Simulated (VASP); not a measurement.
A run of VASP 6.6.1 is set up as follows.

The input INCAR:

```
SYSTEM = C
ALGO = Normal
EDIFF = 1E-6
ENCUT = 520
GGA = PE
ISIF = 2
ISMEAR = -1
LASPH = .TRUE.
LCHARG = .FALSE.
LREAL = .FALSE.
LWAVE = .FALSE.
NBANDS = 16
NELM = 100
PREC = Accurate
SIGMA = 0.05
```

File KPOINTS:

```
k-points
0
G
  12 12 12
  0 0 0
```

Contents of POSCAR:

```
C
1.0
    1.2331880975      0.7119814801      8.2826151019
   -1.2331880975      0.7119814801      8.2826151019
    0.0000000000     -1.4239629601      8.2826151019
C
4
Direct
    0.0871730800      0.0871730800      0.0871730800
    0.7538500600      0.7538500600      0.7538500600
    0.2461499400      0.2461499400      0.2461499400
    0.9128269200      0.9128269200      0.9128269200
```

Potentials or basis: VASP PAW PBE potentials, release 64 (C).

Command:

```bash
$ cat potpaw_PBE.64/C/POTCAR > POTCAR
$ mpirun -np 1 vasp_std > vasp.out
```

Task: Predict the largest force.

Result: 0.011 eV/Å.

Task: Predict the pressure.

Result: 0.5 GPa.

Forces on the atoms (eV/Å):
```
C    0.000  0.000 -0.004
C    0.000  0.000 -0.011
C    0.000  0.000  0.011
C    0.000  0.000  0.004
```

Caveat: this functional lacks dispersion, which binds layers or chains, so the pressure and a relaxed spacing across them are unreliable.
